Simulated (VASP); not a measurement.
The system is MgCd2SeS2.

```
Mg Cd Se S
1.0
     4.45227    0.00000    0.00000
     0.00000    4.45227    0.00000
     0.00000    0.00000    7.54116
Mg Cd Se S
1 2 1 2
Cartesian
  0.0000 0.0000 0.0000
  2.2261 0.0000 6.2800
  0.0000 2.2261 1.2612
  2.2261 2.2261 0.0000
  2.2261 0.0000 2.4004
  0.0000 2.2261 5.1407
```

The cell was built from a structure type or drawn by symmetry, and may not be a known phase.

* Program: VASP 6.6.1
* Task: relaxation of cell and atoms
* Functional: PBE
* Potentials or basis: VASP PAW PBE potentials, release 64 (Mg, Cd, Se, S)
* Cutoff: 600 eV
* k mesh: 4 × 4 × 2
* Occupations: gaussian, width 0.1 eV
* Spin: no spin polarisation

At the start: pressure 4.5 GPa; volume 24.91 Å³/atom.

**Question.** Where does the relaxation end?

**Answer.** Over 40 steps the energy falls by 1133.2 meV/atom and the volume is 25.05 Å³/atom (+0.6 %); space group P-4m2 (No. 115, to 0.1 Å) before and after.

Step by step:
```csv
step,energy change (eV),largest force (eV/Å),pressure (GPa),volume (Å³)
1,0.0000,3.6487,4.47,149.49
2,-1.1272,1.9171,-2.61,164.99
3,-1.2565,1.3294,-4.72,173.22
4,-2.1466,1.4361,-4.14,158.83
5,-3.4191,1.7538,5.86,120.45
6,-3.7284,1.7796,5.76,118.78
7,-3.8022,1.5643,6.54,117.44
8,-4.1856,1.2775,1.37,125.50
9,-4.3163,1.0416,-2.85,135.12
10,-4.5618,0.9367,-2.81,133.82
11,-5.3930,0.5119,-1.59,129.40
12,-5.7535,2.2872,10.52,118.48
13,-6.0039,0.9313,3.49,123.40
14,-6.0102,1.2153,4.86,122.30
15,-6.1210,1.2014,4.94,122.96
16,-6.2606,1.2651,5.86,124.56
17,-6.2565,1.2799,6.31,124.86
18,-6.3966,0.9938,4.11,128.15
19,-6.5449,0.4996,0.15,135.84
20,-6.5503,0.4175,-0.57,137.55
21,-6.5504,0.4047,-0.68,137.82
22,-6.5708,0.4090,-0.48,137.69
23,-6.6145,0.4211,0.17,137.28
24,-6.6219,0.4183,1.80,136.36
25,-6.6321,0.4246,1.06,136.77
26,-6.6557,0.4308,0.51,138.34
27,-6.6870,0.4321,-0.74,142.24
28,-6.6890,0.4281,-1.12,143.48
29,-6.7122,0.3839,-0.87,143.33
30,-6.7570,0.2693,-0.12,142.84
31,-6.7053,0.3069,1.39,141.84
32,-6.7635,0.2735,0.22,142.62
33,-6.7732,0.2259,0.01,143.27
34,-6.7775,0.1550,-0.20,144.06
35,-6.7824,0.0641,0.29,143.65
36,-6.7828,0.0790,0.49,143.50
37,-6.7874,0.0631,0.39,144.41
38,-6.7965,0.0143,0.16,147.16
39,-6.7974,0.0787,-0.21,152.67
40,-6.7994,0.0370,-0.06,150.32
```

Final structure:
```
CELL_PARAMETERS angstrom
3.77100 0.00000 0.00000
0.00000 3.77100 0.00000
0.00000 0.00000 10.57064
ATOMIC_POSITIONS crystal
Mg 0.00000 0.00000 0.00000
Cd 0.50000 0.00000 0.61398
Cd 0.00000 0.50000 0.38602
Se 0.50000 0.50000 0.00000
S 0.50000 0.00000 0.35897
S 0.00000 0.50000 0.64103
```

Caveat: a cell axis changed by over 15 % at a fixed basis, so the end point is rough.
